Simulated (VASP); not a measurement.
Write the native input for VASP 6.6.1 that does the following.

```
Task                   : single point
Functional             : LDA
Potentials or basis    : VASP PAW LDA potentials, release 64 (Sn_d, Se)
Cutoff                 : 520 eV
k mesh                 : 8 × 8 × 8
Occupations            : gaussian, width 0.05 eV
Spin                   : no spin polarisation
Dipole correction      : no
Further INCAR settings : ALGO = Normal; EDIFF = 1e-06; NBANDS = 17
```

The structure of SnSe lies in POSCAR:

```
SnSe
1.0
    0.0000000000      3.0100000000      2.9799000000
    3.0100000000      0.0000000000      2.9799000000
    3.0100000000      3.0100000000      0.0000000000
Sn Se
1 1
Direct
    0.0000000000      0.0000000000      0.0000000000
    0.5000000000      0.5000000000      0.5000000000
```

This cell differs from its parent crystal: strain -0.0100 x Voigt [0, 0, 1, 0, 0, 0].

The input as run:

INCAR

```
ALGO = Normal
EDIFF = 1E-6
ENCUT = 520
GGA = CA
ISIF = 2
ISMEAR = 0
LASPH = True
LCHARG = True
LELF = True
LREAL = False
LVHAR = True
LWAVE = False
NBANDS = 17
NELM = 80
PREC = Accurate
SIGMA = 0.05
```

KPOINTS

```
k-points
0
Gamma
  8 8 8
```

Potentials or basis: VASP PAW LDA potentials, release 64 (Sn_d, Se).

Command:

```bash
$ cat potpaw_LDA.64/Sn_d/POTCAR potpaw_LDA.64/Se/POTCAR > POTCAR
$ mpirun -np 1 vasp_std > vasp.out
```

It gave:

The pressure is -2.8 GPa and the band gap on the k mesh is 0.68 eV, direct.

Caveat: the cell differs from its parent crystal (strain -0.0100 x Voigt [0, 0, 1, 0, 0, 0]); spin-orbit coupling is left out, which moves the levels of the heavy elements.

Run time: 37 s on 1 thread of Intel(R) Xeon(R) Platinum 8488C (Sapphire Rapids), on a shared host, peak memory 0.18 GiB.
